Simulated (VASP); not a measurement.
Runs of VASP 6.6.1 on Mg. The structure is that of space group P6_3/mmc (No. 194), or close to it. The cells are those of the table. 

| cell | k mesh | gap on the mesh (eV) | pressure (GPa) |
| --- | --- | --- | --- |
| a = 3.302, b = 3.302, c = 10.734 Å, angles 90.0, 90.0, 120.0°, 4 atoms | 13 × 13 × 4 | none | -3.7 |
| a = 3.137, b = 3.137, c = 10.196 Å, angles 90.0, 90.0, 120.0°, 4 atoms | 13 × 13 × 4 | none | 1.5 |
| a = 3.262, b = 3.262, c = 10.604 Å, angles 90.0, 90.0, 120.0°, 4 atoms | 13 × 13 × 4 | none | (b) |
| a = 3.222, b = 3.222, c = 10.472 Å, angles 90.0, 90.0, 120.0°, 4 atoms | 13 × 13 × 4 | none | -1.6 |
| a = 3.093, b = 3.093, c = 10.052 Å, angles 90.0, 90.0, 120.0°, 4 atoms | 13 × 13 × 4 | none | 3.6 |
| a = 3.180, b = 3.180, c = 10.336 Å, angles 90.0, 90.0, 120.0°, 4 atoms | 13 × 13 × 4 | none | -0.2 |
| a = 3.047, b = 3.047, c = 9.905 Å, angles 90.0, 90.0, 120.0°, 4 atoms | 13 × 13 × 4 | none | (a) |
| a = 3.180, b = 3.180, c = 10.336 Å, angles 90.0, 90.0, 120.0°, 4 atoms | 15 × 15 × 4 | none | -0.2 |

Alike in all rows: task single point; level r2SCAN; potentials or basis VASP PAW PBE potentials, release 64 (Mg); no spin polarisation; cutoff (eV) 520; smearing fermi-dirac 0.1 eV.

**Question.** Fill in the values left out.

**Answer.** (a) 6.2; (b) -2.8.

Caveats: the PAW data sets were made with another functional, which shifts forces and pressure a little.

A gap of «none» marks levels without a gap at the run's occupations.
